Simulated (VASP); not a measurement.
# SiC (Moissanite 3C) in VASP: notebook, part 2 of 2

VASP 6.6.1. The steps go on from the part before.

**4. Single point, PBE**

Contents of INCAR:

```
PREC = Accurate
ENCUT = 520
EDIFF = 1E-6
ISMEAR = -1
SIGMA = 0.02
LREAL = False
LASPH = True
NELM = 60
ALGO = Normal
ISIF = 2
LWAVE = False
LCHARG = False
GGA = PE
NBANDS = 11
```

Contents of KPOINTS:

```
Automatic mesh
0
Gamma
  8 8 8
```

Contents of POSCAR:

```
SiC
1.0
    0.0000000000      2.1572100000      2.2232425263
    2.1572100000      0.0000000000      2.2232425263
    2.1572100000      2.1572100000      0.0000000000
Si C
1 1
Direct
    0.0000000000      0.0000000000      0.0000000000
    0.2500000000      0.2500000000      0.2500000000
```

Potentials or basis: VASP PAW PBE potentials, release 64 (Si, C).

The run is started by

```
> cat potpaw_PBE.64/Si/POTCAR potpaw_PBE.64/C/POTCAR > POTCAR
> mpirun -np 1 vasp_std > vasp.out
```

OUTCAR:

```text
PREC = Accurate
   ENCUT = 520
   EDIFF = 1E-6
   ISMEAR = -1
   LREAL = False
   LASPH = True
   NELM = 60
   ISIF = 2
   GGA = PE

 ion  position               nearest neighbor table
   1  0.000  0.000  0.000-   2 1.89   2 1.89   2 1.89   2 1.89
   2  0.250  0.250  0.250-   1 1.89   1 1.89   1 1.89   1 1.89

  LATTYP: Found a body centered tetragonal cell.
 ALAT       =     3.0507556389
 C/A-ratio  =     1.4575028547

  Lattice vectors:

 A1 = (  -2.1572100000,   0.0000000000,   2.2232425263)
 A2 = (   2.1572100000,   0.0000000000,   2.2232425263)
 A3 = (   0.0000000000,   2.1572100000,  -2.2232425263)

Analysis of symmetry for initial positions (statically):
=====================================================================
 Subroutine PRICEL returns:
 Original cell was already a primitive cell.

 Routine SETGRP: Setting up the symmetry group for a
 body centered tetragonal supercell.

 Subroutine GETGRP returns: Found  8 space group operations
 (whereof  8 operations were pure point group operations)
 out of a pool of 16 trial point group operations.

The static configuration has the point symmetry D_2d.

Analysis of symmetry for dynamics (positions and initial velocities):
=====================================================================
 Subroutine PRICEL returns:
 Original cell was already a primitive cell.

 Routine SETGRP: Setting up the symmetry group for a
 body centered tetragonal supercell.

 Subroutine GETGRP returns: Found  8 space group operations
 (whereof  8 operations were pure point group operations)
 out of a pool of 16 trial point group operations.

The dynamic configuration has the point symmetry D_2d.

 Subroutine INISYM returns: Found  8 space group operations
 (whereof  8 operations are pure point group operations),
 and found     1 'primitive' translations

[... 119 lines left out ...]
   GGA     = PE    functional components
   LHFCALC =     F    Hartree Fock is set to
   AEXX    =    0.0000 exact exchange contribution
   IVDW    =     0    specifies the selected vdW correction
   LEPSILON=     F    determine dielectric tensor
   LRPA    =     F    only Hartree local field effects (RPA)
 non-spin polarized calculation
  energy-cutoff  :      520.00
  volume of cell :       20.69
 maximum number of plane-waves:       568
   NGX = 11   NGY = 11   NGZ = 11

 number of electron       8.0000001 magnetization

 Free energy of the ion-electron system (eV)
  ---------------------------------------------------
  ext. energy  EPLUGINS =         0.00000000
  ---------------------------------------------------
  free energy    TOTEN  =       -15.04616983 eV

  energy without entropy =      -15.04616983  energy(sigma->0) =      -15.04616983

 E-fermi :   8.6440     XC(G=0): -11.3571

 val. band max:        8.1833530622   @ k =   0.0000   0.0000   0.0000
 cond. band min:       9.3801623611   @ k =   0.5000   0.0000   0.5000
 fundamental gap:      1.1968092989
 Fermi energy:         8.6439915462

 k-point     1 :       0.0000    0.0000    0.0000
  band No.  band energies     occupation
      1      -7.2945      2.00000
      2       7.9682      2.00000
      3       8.1834      2.00000
      4       8.1834      2.00000
      5      14.3360      0.00000
      6      15.3939      0.00000
      7      15.3939      0.00000
      8      15.4692      0.00000
      9      22.1193      0.00000
     10      23.0774      0.00000
     11      24.5894      0.00000
[... 309 lines left out ...]
 k-point    24 :       0.3750    0.0000    0.1250
  band No.  band energies     occupation
      1      -4.9527      2.00000
      2       2.0804      2.00000
      3       6.4233      2.00000
      4       6.6779      2.00000
      5      13.4387      0.00000
      6      15.7515      0.00000
      7      16.8782      0.00000
      8      17.4857      0.00000
      9      21.2204      0.00000
     10      24.3144      0.00000
     11      25.1389      0.00000

 [... further k-points ...]

------------------------ aborting loop because EDIFF is reached ----------------------------------------

  FORCE on cell =-STRESS in cart. coord.  units (eV):
  Direction    XX          YY          ZZ          XY          YZ          ZX
  --------------------------------------------------------------------------------------
  -------------------------------------------------------------------------------------
  Total        0.7627380      0.7627380     -0.3034034      0.0000000     -0.0000000      0.0000000
  in kB       59.0587534     59.0587534    -23.4925043      0.0000000     -0.0000000      0.0000000
  external PRESSURE =      31.5416675 kB  Pullay stress =       0.0000000 kB

 VOLUME and BASIS-vectors are now :
 -----------------------------------------------------------------------------
  energy-cutoff  :      520.00
  volume of cell :       20.69
      direct lattice vectors                 reciprocal lattice vectors
     0.000000000  2.157210000  2.223242526    -0.231780865  0.231780865  0.224896742
     2.157210000  0.000000000  2.223242526     0.231780865 -0.231780865  0.224896742
     2.157210000  2.157210000  0.000000000     0.231780865  0.231780865 -0.224896742

 POSITION                                       TOTAL-FORCE (eV/Angst)
 -----------------------------------------------------------------------------------
      0.00000      0.00000      0.00000         0.000000      0.000000     -0.000000
      1.07861      1.07861      1.11162        -0.000000     -0.000000      0.000000
 -----------------------------------------------------------------------------------
    total drift:                                0.000000      0.000000      0.000000

  FREE ENERGIE OF THE ION-ELECTRON SYSTEM (eV)
  ---------------------------------------------------
  free  energy   TOTEN  =       -15.0461698291 eV

  energy  without entropy=      -15.0461698291  energy(sigma->0) =      -15.04616983
```

OSZICAR:

```text
N       E                     dE             d eps       ncg     rms          rms(c)
DAV:   1     0.433246148515E+01    0.43325E+01   -0.39019E+03  1330   0.611E+02
DAV:   2    -0.162366677383E+02   -0.20569E+02   -0.19560E+02  1676   0.112E+02
DAV:   3    -0.168988542268E+02   -0.66219E+00   -0.66114E+00  1599   0.166E+01
DAV:   4    -0.169012704494E+02   -0.24162E-02   -0.24160E-02  1481   0.128E+00
DAV:   5    -0.169012811550E+02   -0.10706E-04   -0.10706E-04  1603   0.797E-02    0.881E+00
DAV:   6    -0.151033724154E+02    0.17979E+01   -0.64853E+00  1448   0.114E+01    0.390E+00
DAV:   7    -0.150536643840E+02    0.49708E-01   -0.38136E-01  1553   0.353E+00    0.178E+00
DAV:   8    -0.150459455577E+02    0.77188E-02   -0.20072E-02  1487   0.945E-01    0.170E-01
DAV:   9    -0.150460574426E+02   -0.11188E-03   -0.15963E-03  1626   0.229E-01    0.112E-01
DAV:  10    -0.150461673062E+02   -0.10986E-03   -0.23493E-04  1460   0.932E-02    0.258E-02
DAV:  11    -0.150461694259E+02   -0.21197E-05   -0.41882E-05  1568   0.335E-02    0.686E-03
DAV:  12    -0.150461698291E+02   -0.40325E-06   -0.19682E-06  1308   0.838E-03
   1 F= -.15046170E+02 E0= -.15046170E+02  d E =-.377685E-12
```

It took 10 s on 1 thread of Intel Xeon 6975P-C, shared host; peak memory 0.14 GiB.

Results:

```yaml
Free_energy: -15.0462 eV
Pressure: 3.2 GPa
Band_gap_on_the_k_mesh: 1.20 eV, indirect (least direct gap 4.51 eV)
```

Stress tensor (GPa, compression positive):
```
 5.91  0.00  0.00
 0.00  5.91  0.00
 0.00  0.00 -2.35
```

A k mesh can miss the band edges. As with any semilocal functional, this PBE gap is likely too small.

**5. Single point, PBE**

Contents of INCAR:

```
SYSTEM = SiC
ALGO = Normal
EDIFF = 1E-6
ENCUT = 520
GGA = PE
ISIF = 2
ISMEAR = -1
LASPH = .TRUE.
LCHARG = .FALSE.
LREAL = .FALSE.
LWAVE = .FALSE.
NBANDS = 11
NELM = 100
PREC = Accurate
SIGMA = 0.02
```

Contents of KPOINTS:

```
k-points
0
G
  8 8 8
  0 0 0
```

Contents of POSCAR:

```
SiC
1.0
    0.0000000000      2.2007900000      2.1360650917
    2.2007900000      0.0000000000      2.1360650917
    2.2007900000      2.2007900000      0.0000000000
Si C
1 1
Direct
    0.0000000000      0.0000000000      0.0000000000
    0.2500000000      0.2500000000      0.2500000000
```

The run is started by

```
> cat potpaw_PBE.64/Si/POTCAR potpaw_PBE.64/C/POTCAR > POTCAR
> mpirun -np 1 vasp_std > vasp.out
```

It used 7.3 s of CPU time on 1 thread of Intel Xeon 6975P-C, with other jobs on the host.

The run converged. Its results:

| Property | Result |
| --- | --- |
| Free energy | -15.0472 eV |
| Pressure | 3.2 GPa |
| Band gap on the k mesh | 1.05 eV, indirect (least direct gap 4.50 eV) |

Stress tensor (GPa, compression positive):
```
0.75 0.00 0.00
0.00 0.75 0.00
0.00 0.00 7.95
```

Levels at points of the mesh, in eV from the valence-band top:
```tsv
k point	band 1	band 2	band 3	band 4	band 5	band 6	band 7	band 8	band 9
(0.00, 0.00, 0.00)	-15.53	-0.19	-0.19	0.00	6.10	7.12	7.21	7.21	13.92
(0.50, 0.00, 0.00)	-11.97	-8.66	-1.36	-1.01	5.23	6.87	7.40	9.94	15.96
(0.50, 0.50, 0.00)	-10.36	-7.68	-3.53	-3.53	1.05	3.84	13.82	13.82	14.96
(0.50, 0.00, 0.50)	-10.59	-8.05	-3.23	-3.18	1.32	4.37	13.47	14.39	14.47
```

**6. The runs side by side**

```csv
cell,gap on the mesh (eV),pressure (GPa)
"a = 3.082 Å, angles 60.0°, 2 atoms",1.36,3.2
"a = 3.116, b = 3.116, c = 3.020 Å, angles 61.0, 61.0, 58.0°, 2 atoms",1.04,3.0
"a = 3.098, b = 3.098, c = 3.051 Å, angles 60.5, 60.5, 59.0°, 2 atoms",1.20,3.2
"a = 3.067, b = 3.067, c = 3.112 Å, angles 59.5, 59.5, 61.0°, 2 atoms",1.05,3.2
```

Alike in all rows: task single point; level PBE; potentials or basis VASP PAW PBE potentials, release 64 (Si, C); no spin polarisation; k mesh 8 × 8 × 8; cutoff (eV) 520; smearing fermi-dirac 0.02 eV.

Total energies depend on the potentials used, so only differences within one code and one set of settings carry meaning.
